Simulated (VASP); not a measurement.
Crystal: Ge.

```
Ge
1.0
     0.00000    2.82891    2.82891
     2.82891    0.00000    2.82891
     2.82891    2.82891    0.00000
Ge
2
Direct
  0.00000 0.00000 0.00000
  0.25000 0.25000 0.25000
```

* Program: VASP 6.6.1
* Task: relaxation of cell and atoms
* Functional: PBE
* Potentials or basis: VASP PAW PBE potentials, release 64 (Ge_d)
* Cutoff: 600 eV
* k mesh: 14 × 14 × 14
* Occupations: gaussian, width 0.1 eV
* Spin: no spin polarisation

At the start: pressure 3.6 GPa; volume 22.64 Å³/atom.

Where does the relaxation end?

Over 5 steps the energy falls by 13.5 meV/atom and the volume is 23.85 Å³/atom (+5.3 %); space group Fd-3m (No. 227, to 0.1 Å) before and after.

Step by step:
| step | energy change (eV) | largest force (eV/Å) | pressure (GPa) | volume (Å³) |
| --- | --- | --- | --- | --- |
| 1 | 0.0000 | 0.0000 | 3.58 | 45.28 |
| 2 | -0.0242 | 0.0000 | -1.14 | 48.67 |
| 3 | -0.0271 | 0.0000 | -0.27 | 47.79 |
| 4 | -0.0269 | 0.0000 | 0.24 | 47.60 |
| 5 | -0.0270 | 0.0000 | 0.02 | 47.69 |

Final structure:
```
Ge
1.0
     0.00000    2.87828    2.87828
     2.87828    0.00000    2.87828
     2.87828    2.87828    0.00000
Ge
2
Direct
  0.00000 0.00000 0.00000
  0.25000 0.25000 0.25000
```
